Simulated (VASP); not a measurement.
## BP: relaxation of the atoms with PBEsol

The system is BP.

```
B P
1.0
     0.00000    2.17199    2.30126
     2.17199    0.00000    2.30126
     2.17199    2.17199    0.00000
B P
1 1
Direct
  0.00000 0.00000 0.00000
  0.25000 0.25000 0.25000
```

This cell differs from its parent crystal: strained cell.

```json
{
 "Program": "VASP 6.6.1",
 "Task": "relaxation of the atoms",
 "Functional": "PBEsol",
 "Potentials or basis": "VASP PAW PBE potentials, release 64 (B, P)",
 "Cutoff": "450 eV",
 "k mesh": "10 × 10 × 10",
 "Occupations": "gaussian, width 0.02 eV",
 "Spin": "no spin polarisation",
 "Dipole correction": "no",
 "Further INCAR settings": "ALGO = Normal; EDIFF = 1e-07; IBRION = 2; EDIFFG = -0.002; NSW = 60"
}
```

The pressure after relaxing is 11.7 GPa and the band gap on the k mesh is 0.58 eV (least direct gap 3.18 eV).

Stress tensor (GPa, compression positive):
```
17.55  0.00  0.00
 0.00 17.55  0.00
 0.00  0.00  0.13
```

Final structure:
```xyz
2
Lattice="0.0000 2.1720 2.3013 2.1720 0.0000 2.3013 2.1720 2.1720 0.0000" Properties=species:S:1:pos:R:3 pbc="T T T"
B     0.0000    0.0000    0.0000
P     1.0860    1.0860    1.1506
```

Levels at points of the mesh, in eV from the valence-band top:
```csv
k point,band 2,band 3,band 4,band 5,band 6,band 7
"(0.00, 0.00, 0.00)",-0.63,0.00,0.00,3.18,3.18,3.48
"(0.50, 0.00, 0.00)",-9.84,-2.48,-1.65,3.36,4.79,4.82
"(0.50, 0.50, 0.00)",-9.56,-4.18,-4.18,1.31,1.83,12.60
"(0.50, 0.00, 0.50)",-9.00,-4.89,-4.76,0.67,0.96,11.73
```

Wall time 8.3 s on 1 thread of Intel(R) Xeon(R) Platinum 8488C (Sapphire Rapids), with other jobs on the host, peak memory 0.13 GiB.

Caveat: the cell differs from its parent crystal (strained cell); the relaxation stopped at its first step, so nothing moved; the PAW data sets were made with another functional, which shifts forces and pressure a little. A k mesh can miss the band edges.
